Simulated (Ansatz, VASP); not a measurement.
**Zn: VASP beside Ansatz**

The input INCAR:

```
PREC     = Accurate       # precision mode
ENCUT    = 520            # plane-wave cutoff, eV
EDIFF    = 1E-6           # SCF threshold, eV
ISMEAR   = -1             # smearing method
SIGMA    = 0.1            # smearing width, eV
LREAL    = F              # projectors in reciprocal space
LASPH    = T              # aspherical terms in the spheres
NELM     = 80             # most SCF steps
ALGO     = Normal         # electronic algorithm
ISIF     = 2              # what is computed and relaxed
LWAVE    = F              # write WAVECAR
LCHARG   = F              # write CHGCAR
GGA      = RE             # functional
NBANDS   = 19             # bands
```

File KPOINTS:

```
Automatic mesh
0
Gamma
  10 10 10
```

File POSCAR:

```
Zn
1.0
    0.0000000000      2.8417659295      2.8417659295
    2.8417659295      0.0000000000      2.8417659295
    2.8417659295      2.8417659295      0.0000000000
Zn
2
Direct
    0.1250000000      0.1250000000      0.1250000000
    0.8750000000      0.8750000000      0.8750000000
```

Input for Ansatz:

```yaml
crystal:
  lattice:
    - [0.0, 2.8417659295, 2.8417659295]
    - [2.8417659295, 0.0, 2.8417659295]
    - [2.8417659295, 2.8417659295, 0.0]
  atoms:
    - { symbol: Zn, position: [0.125, 0.125, 0.125] }
    - { symbol: Zn, position: [0.875, 0.875, 0.875] }
hamiltonian:
  xc: revpbe
  pseudopotentials:
    kind: paw
    azcp:
      Zn: "pseudopotentials/Zn.paw.azcp"
basis:
  ecutwfc: 420
  fft_grid_basis: typed
kpoints:
  mp_grid: { grid: [10, 10, 10], shift: [0, 0, 0] }
magnetization:
  spin_polarized: false
scf:
  occupations: { method: fermi_dirac, width: 0.1 }
  lower_state_search: "off"
output:
  stress: true
```

Alike in both runs: task single point; functional revPBE; k mesh 10 × 10 × 10; occupations fermi-dirac, width 0.1 eV; no spin polarisation.

|  | VASP | Ansatz |
| --- | --- | --- |
| version | VASP 6.6.1 | Ansatz 0.2.0 |
| potentials or method | VASP PAW PBE potentials, release 64 (Zn), cutoff 520 eV | plane waves (420 eV) with PAW, scalar-relativistic |
| valence electrons in the cell | 24 | 24 |

VASP gave:

```
pressure (GPa) : 3.8
```

Question: Which values does Ansatz return?

Answer: Pressure (GPa): 3.7.

VASP's potentials were made for PBE, not for revPBE.
